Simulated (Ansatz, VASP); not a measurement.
# One calculation of AlN, two programs

```
CELL_PARAMETERS angstrom
0.00000 2.02261 1.98216
2.02261 0.00000 1.98216
2.02261 2.02261 0.00000
ATOMIC_POSITIONS crystal
Al 0.00000 0.00000 0.00000
N 0.50000 0.50000 0.50000
```

Change from the starting cell: strain e3 = -0.02, atoms carried along.

Alike in both runs: task single point; functional PBEsol; k mesh 14 × 14 × 14; occupations gaussian, width 0.05 eV; no spin polarisation.

```csv
,VASP,Ansatz
version,VASP 6.6.1,Ansatz 0.2.0
potentials or method,"VASP PAW PBE potentials, release 64 (Al, N), cutoff 520 eV","scalar-relativistic, plane waves, PAW"
valence electrons in the cell,8,8
```

Ansatz gave:

| Quantity | Value |
| --- | --- |
| gap on the k mesh at the Fermi level (eV) | 4.57 |
| least direct gap on the mesh (eV) | 5.86 |
| pressure (GPa) | 5.7 |
| traceless stress, the component that is largest in VASP (GPa) | 4.48 |

Which values does VASP return?

gap on the k mesh at the Fermi level (eV): 4.57; least direct gap on the mesh (eV): 5.89; pressure (GPa): 5.7; traceless stress, the component that is largest in VASP (GPa): 4.51.

VASP's potentials were made for PBE, not for PBEsol.
